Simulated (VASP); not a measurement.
**Pt: single point with LDA**

The system is Pt.

```xyz
3
Lattice="2.7802 0.0000 0.0000 -1.3901 2.4078 0.0000 0.0000 0.0000 6.6609" Properties=species:S:1:pos:R:3 pbc="T T T"
Pt    0.0000    0.0000    0.0000
Pt    0.0000    1.6052    2.2203
Pt    1.3901    0.8026    4.4406
```

```
Program             : VASP 6.6.1
Task                : single point
Functional          : LDA
Potentials or basis : VASP PAW LDA potentials, release 64 (Pt)
Cutoff              : 520 eV
k mesh              : 18 × 18 × 8
Occupations         : methfessel-paxton, width 0.1 eV
Spin                : no spin polarisation
```

The pressure is -1.2 GPa and the band gap on the k mesh is zero (bands 15 and 16 overlap by 2.04 eV).

Stress tensor (GPa, compression positive):
```
-2.29  0.00  0.00
 0.00 -2.29  0.00
 0.00  0.00  0.93
```

Levels at points of the mesh, in eV from the Fermi level:
| k point | band 12 | band 13 | band 14 | band 15 | band 16 | band 17 | band 18 | band 19 |
| --- | --- | --- | --- | --- | --- | --- | --- | --- |
| (0.00, 0.00, 0.00) | -3.30 | -1.65 | -1.65 | -0.89 | -0.89 | -0.89 | -0.89 | 10.82 |
| (0.50, 0.00, 0.00) | 0.02 | 0.02 | 0.49 | 0.53 | 1.74 | 2.46 | 2.46 | 6.51 |
| (0.00, 0.00, 0.50) | -1.85 | -1.85 | -1.85 | -1.85 | -0.34 | 0.10 | 0.10 | 6.26 |
| (0.50, 0.00, 0.50) | -0.60 | -0.05 | 0.11 | 0.18 | 0.18 | 3.01 | 3.01 | 5.84 |

It took 3.3 min on 1 thread of Intel(R) Xeon(R) 6975P-C (Granite Rapids), on a shared host, peak memory 0.3 GiB.

Caveat: spin-orbit coupling is left out, which moves the levels of the heavy elements.
